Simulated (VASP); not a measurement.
Crystal: ZnSe.

```xyz
2
Lattice="0.0000 2.9188 2.9188 2.9188 0.0000 2.9188 2.9188 2.9188 0.0000" Properties=species:S:1:pos:R:3 pbc="T T T"
Zn    0.0000    0.0000    0.0000
Se    1.4594    1.4594    1.4594
```

| Item | Value |
| --- | --- |
| Program | VASP 6.6.1 |
| Task | relaxation of cell and atoms |
| Functional | PBE |
| Potentials or basis | VASP PAW PBE potentials, release 64 (Zn, Se) |
| Cutoff | 600 eV |
| k mesh | 8 × 8 × 8 |
| Occupations | gaussian, width 0.02 eV |
| Spin | no spin polarisation |

At the start: pressure -2.6 GPa; volume 24.87 Å³/atom.

Problem. Where does the relaxation end?

Solution. Over 16 steps the energy falls by 10.5 meV/atom and the volume is 23.65 Å³/atom (-4.9 %); space group F-43m (No. 216, to 0.05 Å).

Step by step:
```csv
step,energy change (eV),largest force (eV/Å),pressure (GPa),volume (Å³)
1,0.0000,0.0000,-2.57,49.73
2,-0.0205,0.0000,0.38,46.92
3,-0.0209,0.0000,0.09,47.23
4,-0.0209,0.0000,-0.04,47.31
5,-0.0209,0.0000,-0.06,47.31
6,-0.0209,0.0000,-0.05,47.31
7,-0.0209,0.0000,-0.06,47.31
8,-0.0209,0.0000,-0.06,47.31
9,-0.0209,0.0000,-0.06,47.31
10,-0.0209,0.0000,-0.06,47.31
11,-0.0209,0.0000,-0.06,47.31
12,-0.0209,0.0000,-0.06,47.30
13,-0.0209,0.0000,-0.05,47.30
14,-0.0209,0.0000,-0.04,47.30
15,-0.0209,0.0000,-0.04,47.30
16,-0.0209,0.0000,-0.03,47.29
```

Final structure:
```cif
data_structure
_symmetry_space_group_name_H-M 'P 1'
_symmetry_Int_Tables_number 1
_cell_length_a 4.0591
_cell_length_b 4.0591
_cell_length_c 4.0591
_cell_angle_alpha 60.000
_cell_angle_beta 60.000
_cell_angle_gamma 60.000
_cell_volume 47.29
loop_
_atom_site_label
_atom_site_type_symbol
_atom_site_fract_x
_atom_site_fract_y
_atom_site_fract_z
_atom_site_occupancy
Zn1 Zn 0.00000 0.00000 0.00000 1
Se1 Se 0.25000 0.25000 0.25000 1
```
